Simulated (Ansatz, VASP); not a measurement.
Two plane-wave programs on Ni

Contents of INCAR:

```
SYSTEM = Ni
ALGO     = Normal         ! electronic algorithm
EDIFF    = 1E-7           ! SCF threshold, eV
ENCUT    = 520            ! plane-wave cutoff, eV
GGA      = CA             ! functional
ISIF     = 2              ! what is computed and relaxed
ISMEAR   = -1             ! smearing method
ISPIN    = 2              ! spin polarisation
LASPH    = .TRUE.         ! aspherical terms in the spheres
LCHARG   = .FALSE.        ! write CHGCAR
LMAXMIX  = 4              ! l up to which the mixer works
LORBIT   = 11             ! projections on sites
LREAL    = .FALSE.        ! projectors in reciprocal space
LWAVE    = .FALSE.        ! write WAVECAR
MAGMOM   = 1 -1           ! initial moments
NBANDS   = 21             ! bands
NELM     = 150            ! most SCF steps
PREC     = Accurate       ! precision mode
SIGMA    = 0.05           ! smearing width, eV
```

The input KPOINTS:

```
k-points
0
G
  16 16 9
  0 0 0
```

The input POSCAR:

```
Ni
1.0
    2.4480230000      0.0000000000      0.0000000000
   -1.2240110000      2.1200500000      0.0000000000
    0.0000000000      0.0000000000      3.8691676000
Ni
2
Direct
    0.3333333333      0.6666666667      0.2500000000
    0.6666666667      0.3333333333      0.7500000000
```

Input for Ansatz:

```yaml
crystal:
  lattice:
    - [2.448023, 0.0, 0.0]
    - [-1.224011, 2.12005, 0.0]
    - [0.0, 0.0, 3.8691676]
  atoms:
    - { symbol: Ni, position: [0.3333333333333333, 0.6666666666666666, 0.25], spin: 1.0 }
    - { symbol: Ni, position: [0.6666666666666666, 0.3333333333333333, 0.75], spin: -1.0 }
basis:
  ecutwfc: 450.0
kpoints:
  mp_grid:
    grid: [16, 16, 9]
hamiltonian:
  xc: lda
magnetization:
  spin_polarized: true
scf:
  occupations:
    method: fermi_dirac
    width: 0.05
output:
  stress: true
```

Alike in both runs: task single point; functional LDA; k mesh 16 × 16 × 9; occupations fermi-dirac, width 0.05 eV; collinear spin.

|  | VASP | Ansatz |
| --- | --- | --- |
| version | VASP 6.6.1 | Ansatz 0.2.0 |
| potentials or method | VASP PAW LDA potentials, release 64 (Ni), cutoff 520 eV | plane waves, PAW |
| valence electrons in the cell | 20 | 36 |

|  | VASP | Ansatz | Ansatz less VASP |
| --- | --- | --- | --- |
| pressure (GPa) | 0.0 | 0.8 | +0.84 |
| traceless stress, the component that is largest in VASP (GPa) | 6.31 | 6.63 | +0.324 |
| net moment per atom (μB) | 0.00 | 0.58 | +0.584 |
| size of the moment on the site where the two differ most (μB) | 0.00 | 0.61 | +0.609 |

The net moments are unlike, so the other rows may belong to different states. LDA's correlation is that of Perdew and Zunger in VASP and of Perdew and Wang (1992) in Ansatz. Site moments also hang on the region over which each program counts them. VASP's potentials hold 20 valence electrons a cell and Ansatz's 36, so a difference there can come from the potentials and not from the codes. Ansatz's warnings: seeded moment not kept.
